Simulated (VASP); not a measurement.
## PrAlF: single point with PBE

The system is PrAlF.

```xyz
3
Lattice="3.4632 0.0000 0.0000 0.0000 3.4632 0.0000 0.0000 0.0000 6.2726" Properties=species:S:1:pos:R:3 pbc="T T T"
Pr    1.7316    1.7316    0.0000
Al    1.7316    1.7316    3.1363
F     0.0000    0.0000    0.0000
```

The cell was generated, and may not be a known phase.

```yaml
Program: VASP 6.6.1
Task: single point
Functional: PBE
Potentials_or_basis: VASP PAW PBE potentials, release 64 (Pr_3, Al, F), 4f in core
Cutoff: 600 eV
k_mesh: 14 × 14 × 8
Occupations: gaussian, width 0.1 eV
Spin: no spin polarisation
```

The pressure is 0.0 GPa. The band gap on the k mesh is zero (an odd number of electrons rules out a gap without spin polarisation).

Levels at points of the mesh, in eV from the Fermi level:
```csv
k point,band 7,band 8,band 9,band 10,band 11,band 12,band 13,band 14,band 15,band 16
"(0.00, 0.00, 0.00)",-7.45,-7.30,-6.04,-1.58,-0.15,1.40,2.52,2.94,2.94,4.10
"(0.50, 0.00, 0.00)",-8.69,-7.60,-4.18,-1.42,0.33,1.36,1.63,3.51,3.57,5.79
"(0.50, 0.50, 0.00)",-7.16,-7.16,-2.35,-0.12,-0.12,0.29,0.29,2.13,3.14,4.35
"(0.00, 0.00, 0.50)",-7.45,-7.37,-5.33,-2.42,-1.57,1.43,2.63,2.63,4.10,6.29
"(0.50, 0.00, 0.50)",-8.69,-7.63,-3.49,-1.69,-1.04,1.67,2.26,2.92,3.31,5.81
"(0.50, 0.50, 0.50)",-7.16,-7.16,-1.33,-1.08,-1.08,0.09,2.47,2.54,2.54,3.74
```

It took 2.4 min on 1 thread of Intel(R) Xeon(R) Platinum 8375C CPU @ 2.90GHz (Ice Lake), with other jobs on the host, peak memory 0.43 GiB.

Caveat: spin-orbit coupling is left out, which moves the levels of the heavy elements; the 4f electrons are frozen in the core, so they carry no moment and show no levels; an odd number of electrons without spin polarisation forces a metal; a magnetic or distorted state may lie lower; the run has no spin polarisation, though such a crystal can be magnetic. Spin polarisation is off, so any magnetic state and its effect on volume and gap are missing.
